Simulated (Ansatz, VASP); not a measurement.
**Two plane-wave programs on KZnF3**

INCAR

```
  ALGO = Normal
  EDIFF = 1E-6
  ENCUT = 520
  GGA = CA
  ISIF = 2
  ISMEAR = -1
  LASPH = T
  LCHARG = F
  LREAL = F
  LWAVE = F
  NBANDS = 29
  NELM = 60
  PREC = Accurate
  SIGMA = 0.05
```

The input KPOINTS:

```
k-points
0
Gamma
  7 7 7
```

File POSCAR:

```
KZnF3
1.0
    4.0768219737      0.0000000000      0.0000000000
    0.0000000000      4.0768219737      0.0000000000
    0.0000000000      0.0000000000      4.0768219737
Zn K F
1 1 3
Direct
    0.5000000000      0.5000000000      0.5000000000
    0.0000000000      0.0000000000      0.0000000000
    0.5000000000      0.0000000000      0.5000000000
    0.0000000000      0.5000000000      0.5000000000
    0.5000000000      0.5000000000      0.0000000000
```

Contents of input.yaml:

```yaml
crystal:
  lattice:
    - [4.0768219737, 0.0, 0.0]
    - [0.0, 4.0768219737, 0.0]
    - [0.0, 0.0, 4.0768219737]
  atoms:
    - { symbol: Zn, position: [0.5, 0.5, 0.5] }
    - { symbol: K, position: [0.0, 0.0, 0.0] }
    - { symbol: F, position: [0.5, 0.0, 0.5] }
    - { symbol: F, position: [0.0, 0.5, 0.5] }
    - { symbol: F, position: [0.5, 0.5, 0.0] }
hamiltonian:
  xc: lda
  pseudopotentials: { kind: paw }
kpoints:
  mp_grid: { grid: [7, 7, 7] }
scf:
  occupations: { method: fermi_dirac, width: 0.05 }
output:
  forces: true
  stress: true
  eigenvalues: true
```

Alike in both runs: task single point; functional LDA; k mesh 7 × 7 × 7; occupations fermi-dirac, width 0.05 eV; no spin polarisation.

|  | VASP | Ansatz |
| --- | --- | --- |
| version | VASP 6.6.1 | Ansatz 0.2.0 |
| potentials or method | VASP PAW LDA potentials, release 64 (Zn, K_sv, F) | Ansatz PAW |
| plane-wave cutoff (eV) | 520 | 420 |
| valence electrons in the cell | 42 | 42 |

Ansatz gave:

```
gap on the k mesh at the Fermi level (eV) : 3.69
least direct gap on the mesh (eV)         : 5.25
pressure (GPa)                            : -6.2
```

Task: What did VASP give for the same quantities?

Result: gap on the k mesh at the Fermi level (eV): 3.65; least direct gap on the mesh (eV): 5.23; pressure (GPa): -5.8.

LDA's correlation is that of Perdew and Zunger in VASP and of Perdew and Wang (1992) in Ansatz.

Noted on Ansatz's run: odd divisions of the mesh miss points on the zone boundary, where band edges often lie, so the gap on the mesh can be too wide.
